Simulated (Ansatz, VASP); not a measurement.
**Mg2FeH6: VASP beside Ansatz**

The input INCAR:

```
  PREC = Accurate
  ENCUT = 600
  EDIFF = 1E-6
  ISMEAR = 0
  SIGMA = 0.02
  LREAL = False
  LASPH = True
  NELM = 60
  ALGO = Normal
  ISIF = 3
  LWAVE = False
  LCHARG = False
  GGA = CA
  IBRION = 2
  NSW = 100
  EDIFFG = -0.005
```

File KPOINTS:

```
regular mesh
0
Gamma
  8 8 8
```

Contents of POSCAR:

```
Mg2FeH6
1.0
    0.0000000000      3.2150000000      3.2150000000
    3.2150000000      0.0000000000      3.2150000000
    3.2150000000      3.2150000000      0.0000000000
Mg Fe H
2 1 6
Direct
    0.2500000000      0.2500000000      0.2500000000
    0.7500000000      0.7500000000      0.7500000000
    0.0000000000      0.0000000000      0.0000000000
    0.7580000000      0.2420000000      0.2420000000
    0.2420000000      0.7580000000      0.2420000000
    0.2420000000      0.7580000000      0.7580000000
    0.7580000000      0.2420000000      0.7580000000
    0.2420000000      0.2420000000      0.7580000000
    0.7580000000      0.7580000000      0.2420000000
```

Input for Ansatz:

```yaml
crystal:
  lattice:
    - [0.0, 3.215, 3.215]
    - [3.215, 0.0, 3.215]
    - [3.215, 3.215, 0.0]
  atoms:
    - { symbol: Mg, position: [0.25, 0.25, 0.25] }
    - { symbol: Mg, position: [0.75, 0.75, 0.75] }
    - { symbol: Fe, position: [0.0, 0.0, 0.0] }
    - { symbol: H, position: [0.758, 0.242, 0.242] }
    - { symbol: H, position: [0.242, 0.758, 0.242] }
    - { symbol: H, position: [0.242, 0.758, 0.758] }
    - { symbol: H, position: [0.758, 0.242, 0.758] }
    - { symbol: H, position: [0.242, 0.242, 0.758] }
    - { symbol: H, position: [0.758, 0.758, 0.242] }
basis:
  ecutwfc: 420
kpoints:
  mp_grid: { grid: [8, 8, 8] }
hamiltonian:
  xc: lda
scf:
  occupations: { method: gaussian, width: 0.02 }
output:
  forces: true
  stress: true
  eigenvalues: true
  write_density: true
  write_potential: true
  elf: true
  volumetric_format: npy
relax:
  adjacent_minimum: "off"
  f_tol: 0.005
  max_steps: 80
  cell: { stress_tol: 0.05 }
```

Alike in both runs: task relaxation of cell and atoms; functional LDA; k mesh 8 × 8 × 8; occupations gaussian, width 0.02 eV; no spin polarisation.

```csv
,VASP,Ansatz
version,VASP 6.6.1,Ansatz 0.2.0
potentials or method,"VASP PAW LDA potentials, release 64 (Mg, Fe, H), cutoff 600 eV","scalar-relativistic, plane waves, PAW"
valence electrons in the cell,18,42
```

VASP gave:

* gap on the k mesh at the Fermi level, each at its own relaxed structure (eV): 1.76
* relaxed volume (Å³/atom): 6.83
* relaxed cell length with the largest relative difference (Å): 4.430

**Question.** What did Ansatz give for the same quantities?

**Answer.** gap on the k mesh at the Fermi level, each at its own relaxed structure (eV): 1.79; relaxed volume (Å³/atom): 6.88; relaxed cell length with the largest relative difference (Å): 4.440.

LDA's correlation is that of Perdew and Zunger in VASP and of Perdew and Wang (1992) in Ansatz. VASP's potentials hold 18 valence electrons a cell and Ansatz's 42, so a difference there can come from the potentials and not from the codes.
